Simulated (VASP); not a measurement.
Set up this calculation in VASP 6.6.1, as the native input.

* Task: single point
* Functional: LDA
* Potentials or basis: VASP PAW LDA potentials, release 64 (Zn, S)
* Cutoff: 520 eV
* k mesh: 6 × 6 × 4
* Occupations: gaussian, width 0.01 eV
* Spin: no spin polarisation
* Dipole correction: no
* Further INCAR settings: ALGO = Normal; EDIFF = 1e-06; NBANDS = 26

The structure of ZnS lies in POSCAR:

```
ZnS
1.0
    3.6843089708      0.0000000000      0.0000000000
   -1.8421544854      3.1907051641      0.0000000000
    0.0000000000      0.0000000000      6.0629766764
Zn S
2 2
Direct
    0.3333333333      0.6666666667      0.0058832034
    0.6666666667      0.3333333333      0.5058832034
    0.3333333333      0.6666666667      0.3791167966
    0.6666666667      0.3333333333      0.8791167966
```

The input as run:

INCAR

```
  PREC = Accurate
  ENCUT = 520
  EDIFF = 1E-6
  ISMEAR = 0
  SIGMA = 0.01
  LREAL = False
  LASPH = True
  NELM = 80
  ALGO = Normal
  ISIF = 2
  LWAVE = False
  LCHARG = True
  LELF = True
  LVHAR = True
  NBANDS = 26
```

KPOINTS

```
Automatic mesh
0
Gamma
  6 6 4
```

Potentials or basis: VASP PAW LDA potentials, release 64 (Zn, S).

The run is started by

```console
$ cat potpaw_LDA.64/Zn/POTCAR potpaw_LDA.64/S/POTCAR > POTCAR
$ mpirun -np 1 vasp_std > vasp.out
```

Results of the run:

```
Pressure               : 4.3 GPa
Band gap on the k mesh : 2.42 eV, direct
```

It took 58 s on 1 thread of Intel(R) Xeon(R) Platinum 8488C (Sapphire Rapids) (shared host), peak memory 0.17 GiB.
